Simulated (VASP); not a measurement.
# Ti3CN3 in VASP: further runs, part 2 of 2

VASP 6.6.1. The steps go on from the part before.

## 3. Single point, PBE

Input file INCAR:

```
SYSTEM = Ti3CN3
PREC = Accurate
ENCUT = 520
EDIFF = 1E-6
ISMEAR = 0
SIGMA = 0.1
LREAL = .FALSE.
LASPH = .TRUE.
NELM = 80
ALGO = Normal
ISIF = 2
LWAVE = .FALSE.
LCHARG = .FALSE.
LDIPOL = .TRUE.
IDIPOL = 3
DIPOL = 0.5 0.5 0.335
GGA = PE
NBANDS = 36
```

Input file KPOINTS:

```
Automatic mesh
0
G
  9 9 1
  0 0 0
```

Input file POSCAR:

```
Ti3CN3
1.0
    3.0028555063      0.0000000000      0.0000000000
    0.0000000000      3.0028555063      0.0000000000
    0.0000000000      0.0000000000     19.7584944394
Ti N C
3 3 1
Direct
    0.5000000000      0.5000000000      0.2024445745
    0.0000000000      0.0000000000      0.3072496205
    0.5000000000      0.5000000000      0.4076776406
    0.0000000000      0.0000000000      0.2024445745
    0.5000000000      0.5000000000      0.3055678855
    0.0000000000      0.0000000000      0.4179718482
    0.2500000000      0.3750000000      0.4995471526
```

Potentials or basis: VASP PAW PBE potentials, release 64 (Ti_sv, N, C).

Launch:

```bash
> cat potpaw_PBE.64/Ti_sv/POTCAR potpaw_PBE.64/N/POTCAR potpaw_PBE.64/C/POTCAR > POTCAR
> mpirun -np 1 vasp_std > vasp.out
```

OUTCAR:

```text
SYSTEM = Ti3CN3
   PREC = Accurate
   ENCUT = 520
   EDIFF = 1E-6
   ISMEAR = 0
   LREAL = .FALSE.
   LASPH = .TRUE.
   NELM = 80
   ISIF = 2
   GGA = PE

 ion  position               nearest neighbor table
   1  0.500  0.500  0.202-   5 2.04   4 2.12   4 2.12   4 2.12   4 2.12
   2  0.000  0.000  0.307-   4 2.07   5 2.12   5 2.12   5 2.12   5 2.12   6 2.19   3 2.91   3 2.91
                             3 2.91   3 2.91
   3  0.500  0.500  0.408-   7 2.00   5 2.02   6 2.13   6 2.13   6 2.13   6 2.13   2 2.91   2 2.91
                             2 2.91   2 2.91
   4  0.000  0.000  0.202-   2 2.07   1 2.12   1 2.12   1 2.12   1 2.12
   5  0.500  0.500  0.306-   3 2.02   1 2.04   2 2.12   2 2.12   2 2.12   2 2.12
   6  0.000  0.000  0.418-   3 2.13   3 2.13   3 2.13   3 2.13   2 2.19
   7  0.250  0.375  0.500-   3 2.00

  LATTYP: Found a simple tetragonal cell.
 ALAT       =     3.0028555063
 C/A-ratio  =     6.5799018294

  Lattice vectors:

 A1 = (   3.0028555063,   0.0000000000,   0.0000000000)
 A2 = (   0.0000000000,   3.0028555063,   0.0000000000)
 A3 = (   0.0000000000,   0.0000000000,  19.7584944394)

Analysis of symmetry for initial positions (statically):
=====================================================================
 Subroutine PRICEL returns:
 Original cell was already a primitive cell.

 Routine SETGRP: Setting up the symmetry group for a
 simple tetragonal supercell.

 Subroutine GETGRP returns: Found  1 space group operations
 (whereof  1 operations were pure point group operations)
 out of a pool of 16 trial point group operations.

The static configuration has the point symmetry C_1 .

Analysis of symmetry for dynamics (positions and initial velocities):
=====================================================================
 Subroutine PRICEL returns:
 Original cell was already a primitive cell.

 Routine SETGRP: Setting up the symmetry group for a
 simple tetragonal supercell.

 Subroutine GETGRP returns: Found  1 space group operations
 (whereof  1 operations were pure point group operations)
 out of a pool of 16 trial point group operations.

The dynamic configuration has the point symmetry C_1 .

 Subroutine INISYM returns: Found  1 space group operations
 (whereof  1 operations are pure point group operations),
 and found     1 'primitive' translations

----------------------------------------------------------------------------------------

                                     Primitive cell

  volume of cell :     178.1651

  direct lattice vectors                    reciprocal lattice vectors
     3.002855506  0.000000000  0.000000000     0.333016357  0.000000000  0.000000000
     0.000000000  3.002855506  0.000000000     0.000000000  0.333016357  0.000000000
     0.000000000  0.000000000 19.758494439     0.000000000  0.000000000  0.050611144

  length of vectors
     3.002855506  3.002855506 19.758494439     0.333016357  0.333016357  0.050611144

  position of ions in fractional coordinates (direct lattice)
     0.500000000  0.500000000  0.202444574
     0.000000000  0.000000000  0.307249621
     0.500000000  0.500000000  0.407677641
     0.000000000  0.000000000  0.202444574
     0.500000000  0.500000000  0.305567885
     0.000000000  0.000000000  0.417971848
     0.250000000  0.375000000  0.499547153

  ion indices of the primitive-cell ions
   primitive index   ion index
                 1           1
                 2           2
                 3           3
[... 63 lines left out ...]
   ions per type =               3   3   1
   NGX,Y,Z   is equivalent  to a cutoff of  13.29, 13.29, 12.62 a.u.
   NGXF,Y,Z  is equivalent  to a cutoff of  26.57, 26.57, 25.24 a.u.
 SYSTEM =  Ti3CN3
   PREC   = accura    normal or accurate (medium, high low for compatibility)
   ISTART =      0    job   : 0-new  1-cont  2-samecut
   ICHARG =      2    charge: 1-file 2-atom 10-const
   ISPIN  =      1    spin polarized calculation?
   LNONCOLLINEAR =      F non collinear calculations
   LSORBIT =      F    spin-orbit coupling
   LASPH  =      T    aspherical Exc in radial PAW
   ENCUT  =  520.0 eV  38.22 Ry    6.18 a.u.   5.58  5.58 36.74*2*pi/ulx,y,z
   NELM   =     80;   NELMIN=  2; NELMDL= -5     # of ELM steps
   EDIFF  = 0.1E-05   stopping-criterion for ELM
   LREAL  =      F    real-space projection
   EDIFFG = 0.1E-04   stopping-criterion for IOM
   NSW    =      0    number of steps for IOM
   IBRION =     -1    ionic relax: 0-MD 1-quasi-New 2-CG
   NFREE  =      0    steps in history (QN), initial steepest desc. (CG)
   ISIF   =      2    stress and relaxation
   ISYM   =      2    0-nonsym 1-usesym 2-fastsym
   POTIM  = 0.5000    time-step for ionic-motion
   TEBEG  =    0.0;   TEEND  =   0.0 temperature during run
   PSTRESS=    0.0 pullay stress
   NELECT =      55.0000    total number of electrons
   NUPDOWN=      -1.0000    fix difference up-down
   EMIN   =  10.00;   EMAX   =-10.00  energy-range for DOS
   EFERMI =   0.00;   METHOD = LEGACY
   ISMEAR =     0;   SIGMA  =   0.10  broadening in eV -4-tet -1-fermi 0-gaus
   EFERMI_NEDOS =   21; number of points for ismear=-14 and -15
   IALGO  =     38    algorithm
   IMIX   =      4    mixing-type and parameters
     AMIX     =   0.40;   BMIX     =  1.00
     AMIX_MAG =   1.60;   BMIX_MAG =  1.00
  volume/ion in A,a.u.               =      25.45       171.76
  Fermi-wavevector in a.u.,A,eV,Ry     =   1.106424  2.090838 16.655892  1.224174
  Thomas-Fermi vector in A             =   2.242924
   LORBIT       =      0    0 simple, 1 ext, 2 COOP (PROOUT), +10 PAW based schemes
   GGA     = PE    functional components
   LHFCALC =     F    Hartree Fock is set to
   AEXX    =    0.0000 exact exchange contribution
   IVDW    =     0    specifies the selected vdW correction
   LEPSILON=     F    determine dielectric tensor
   LRPA    =     F    only Hartree local field effects (RPA)
 non-spin polarized calculation
 Gauss-broadening in eV      SIGMA  =   0.10
  energy-cutoff  :      520.00
  volume of cell :      178.17
 maximum number of plane-waves:      4826
   NGX = 11   NGY = 11   NGZ = 73

 dipolmoment           0.000000      0.000000     -0.436327 electrons x Angstroem

 number of electron      54.9999999 magnetization

 dipolmoment           0.000000      0.000000      0.212196 electrons x Angstroem

 Free energy of the ion-electron system (eV)
  ---------------------------------------------------
  ext. energy  EPLUGINS =         0.00000000
  ---------------------------------------------------
  free energy    TOTEN  =       -60.76733758 eV

  energy without entropy =      -60.74685248  energy(sigma->0) =      -60.75709503

 E-fermi :   1.0269     XC(G=0):  -5.7128

 val. band max:        1.0186878720   @ k =  -0.3333   0.4444   0.0000
 cond. band min:       1.0704811687   @ k =   0.0000   0.1111   0.0000
 fundamental gap:      0.0517932967
 Fermi energy:         1.0268792597

 k-point     1 :       0.0000    0.0000    0.0000
  band No.  band energies     occupation
      1     -56.8967      2.00000
      2     -56.5999      2.00000
      3     -56.1236      2.00000
      4     -33.3559      2.00000
      5     -32.9999      2.00000
      6     -32.9708      2.00000
[... 925 lines left out ...]
     35       2.9956      0.00000
     36       3.1907      0.00000

 [... further k-points ...]

------------------------ aborting loop because EDIFF is reached ----------------------------------------

 vacuum level on the upper side and lower side of the slab       (xc-potential included)         2.063        -2.144

  FORCE on cell =-STRESS in cart. coord.  units (eV):
  Direction    XX          YY          ZZ          XY          YZ          ZX
  --------------------------------------------------------------------------------------
  -------------------------------------------------------------------------------------
  Total       -2.8556456     -2.8628379      2.3001117     -0.5337670     -1.8535202     -2.3865225
  in kB      -25.6798319    -25.7445091     20.6841075     -4.7999816    -16.6680648    -21.4611701
  external PRESSURE =     -10.2467445 kB  Pullay stress =       0.0000000 kB

 VOLUME and BASIS-vectors are now :
 -----------------------------------------------------------------------------
  energy-cutoff  :      520.00
  volume of cell :      178.17
      direct lattice vectors                 reciprocal lattice vectors
     3.002855506  0.000000000  0.000000000     0.333016357  0.000000000  0.000000000
     0.000000000  3.002855506  0.000000000     0.000000000  0.333016357  0.000000000
     0.000000000  0.000000000 19.758494439     0.000000000  0.000000000  0.050611144

 POSITION                                       TOTAL-FORCE (eV/Angst)
 -----------------------------------------------------------------------------------
      1.50143      1.50143      4.00000         0.023310     -0.053339      1.473573
      0.00000      0.00000      6.07079         0.221391      0.119817      0.280472
      1.50143      1.50143      8.05510         0.833186      0.342067      1.829348
      0.00000      0.00000      4.00000        -0.109349      0.007770     -1.589964
      1.50143      1.50143      6.03756        -0.034519      0.011496     -1.263063
      0.00000      0.00000      8.25849         0.415412      0.620605     -0.745297
      0.75071      1.12607      9.87030        -1.349432     -1.048417      0.014932
 -----------------------------------------------------------------------------------
    total drift:                                0.000045      0.000014      0.000394

  FREE ENERGIE OF THE ION-ELECTRON SYSTEM (eV)
  ---------------------------------------------------
  free  energy   TOTEN  =       -60.7673375813 eV

  energy  without entropy=      -60.7468524848  energy(sigma->0) =      -60.75709503

 vacuum level on the upper side and lower side of the slab         7.685         3.316
```

It took 5.1 min on 1 thread of Intel Xeon Platinum 8488C (Sapphire Rapids), shared host; peak memory 0.41 GiB.

Results:

- Free energy: -60.7673 eV
- Largest force: 2.039 eV/Å
- Band gap on the k mesh: zero (an odd number of electrons rules out a gap without spin polarisation)

Forces on the atoms (eV/Å):
```
Ti   0.023 -0.053  1.474
Ti   0.221  0.120  0.280
Ti   0.833  0.342  1.829
N   -0.109  0.008 -1.590
N   -0.035  0.011 -1.263
N    0.415  0.621 -0.745
C   -1.349 -1.048  0.015
```

Levels at points of the mesh, in eV from the Fermi level:
| k point | band 26 | band 27 | band 28 | band 29 | band 30 | band 31 |
| --- | --- | --- | --- | --- | --- | --- |
| (0.00, 0.00, 0.00) | -2.12 | -1.73 | -0.82 | -0.61 | 0.05 | 0.17 |

## 4. Single point, PBE

Input file INCAR:

```
ALGO = Normal ; DIPOL = 0.5 0.5 0.332
EDIFF = 1E-7 ; ENCUT = 520
GGA = PE ; IDIPOL = 3
ISIF = 2 ; ISMEAR = 0
LASPH = True ; LCHARG = True
LDIPOL = True ; LELF = True
LREAL = False ; LVACPOTAV = True
LVHAR = True ; LWAVE = False
NBANDS = 36 ; NELM = 80
PREC = Accurate ; SIGMA = 0.1
```

Input file KPOINTS:

```
k-points
0
Gamma
  9 9 1
```

Changes to POSCAR since step 3:

```diff
@@ -14,2 +14,2 @@
     0.0000000000      0.0000000000      0.4179718482
-    0.2500000000      0.3750000000      0.4995471526
+    0.1250000000      0.3750000000      0.4785132520
```

Launch:

```bash
> cat potpaw_PBE.64/Ti_sv/POTCAR potpaw_PBE.64/N/POTCAR potpaw_PBE.64/C/POTCAR > POTCAR
> mpirun -np 1 vasp_std > vasp.out
```

It took 5.6 min on 1 thread of Intel Xeon Platinum 8488C (Sapphire Rapids), shared host; peak memory 0.41 GiB.

The run converged. Its results:

* Free energy: -61.6259 eV
* Largest force: 4.699 eV/Å
* Band gap on the k mesh: zero (an odd number of electrons rules out a gap without spin polarisation)

Forces on the atoms (eV/Å):
```
Ti  -0.001 -0.101  1.593
Ti   0.166  0.025 -0.010
Ti   2.776  0.669  0.610
N   -0.058  0.047 -1.553
N   -0.072  0.085 -1.420
N    0.806  2.273  0.717
C   -3.618 -2.998  0.063
```

Levels at points of the mesh, in eV from the Fermi level:
| k point | band 23 | band 24 | band 25 | band 26 | band 27 | band 28 | band 29 | band 30 | band 31 | band 32 |
| --- | --- | --- | --- | --- | --- | --- | --- | --- | --- | --- |
| (0.00, 0.00, 0.00) | -3.05 | -2.54 | -2.38 | -2.29 | -2.11 | -1.06 | -0.61 | 0.04 | 0.29 | 0.75 |

## 5. Summary

| cell | gap on the mesh (eV) | largest force (eV/Å) |
| --- | --- | --- |
| as given, atomic positions A | none | 3.32 |
| as given, atomic positions B | none | 2.04 |
| as given, atomic positions C | none | 4.70 |

Alike in all rows: task single point; level PBE; potentials or basis VASP PAW PBE potentials, release 64 (Ti_sv, N, C); no spin polarisation; k mesh 9 × 9 × 1; cutoff (eV) 520; smearing gaussian 0.1 eV.

Total energies depend on the potentials used, so only differences within one code and one set of settings carry meaning.

The gap in the log of VASP goes by the Fermi energy; the results here count the filled bands.